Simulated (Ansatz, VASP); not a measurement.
**InAs: VASP beside Ansatz**

Contents of INCAR:

```
SYSTEM = InAs
PREC = Accurate
ENCUT = 520
EDIFF = 1E-7
ISMEAR = 0
SIGMA = 0.15
LREAL = .FALSE.
LASPH = .TRUE.
NELM = 80
ALGO = Normal
ISIF = 2
LWAVE = .FALSE.
LCHARG = .FALSE.
NBANDS = 16
```

Contents of KPOINTS:

```
regular mesh
0
G
  14 14 14
  0 0 0
```

The input POSCAR:

```
InAs
1.0
    0.0000000000      2.6471196800      3.1074883200
    2.6471196800      0.0000000000      3.1074883200
    2.6471196800      2.6471196800      0.0000000000
In As
1 1
Direct
    0.5000000000      0.5000000000      0.5000000000
    0.0000000000      0.0000000000      0.0000000000
```

Input for Ansatz:

```yaml
crystal:
  lattice:
    - [0.0, 2.64711968, 3.10748832]
    - [2.64711968, 0.0, 3.10748832]
    - [2.64711968, 2.64711968, 0.0]
  atoms:
    - { symbol: In, position: [0.5, 0.5, 0.5] }
    - { symbol: As, position: [0.0, 0.0, 0.0] }
basis:
  ecutwfc: 420
kpoints:
  mp_grid: { grid: [14, 14, 14] }
hamiltonian:
  xc: lda
scf:
  occupations: { method: gaussian, width: 0.15 }
output:
  forces: true
  stress: true
  eigenvalues: true
```

Change from the starting cell: strain -0.080 along x and y, +0.080 along z, atoms carried along.

Alike in both runs: task single point; functional LDA; k mesh 14 × 14 × 14; occupations gaussian, width 0.15 eV; no spin polarisation.

|  | VASP | Ansatz |
| --- | --- | --- |
| version | VASP 6.6.1 | Ansatz 0.2.0 |
| potentials or method | VASP PAW LDA potentials, release 64 (In_d, As), cutoff 520 eV | scalar-relativistic, plane waves, PAW |
| valence electrons in the cell | 18 | 28 |

```tsv
	VASP	Ansatz	Ansatz less VASP
gap on the k mesh at the Fermi level (eV)	none	none	-
pressure (GPa)	4.7	4.4	-0.24
traceless stress, the component that is largest in VASP (GPa)	-10.93	-10.79	+0.149
```

LDA's correlation is that of Perdew and Zunger in VASP and of Perdew and Wang (1992) in Ansatz. A gap of «none» marks a metal or a gap that the smearing closes. VASP's potentials hold 18 valence electrons a cell and Ansatz's 28, so a difference there can come from the potentials and not from the codes.
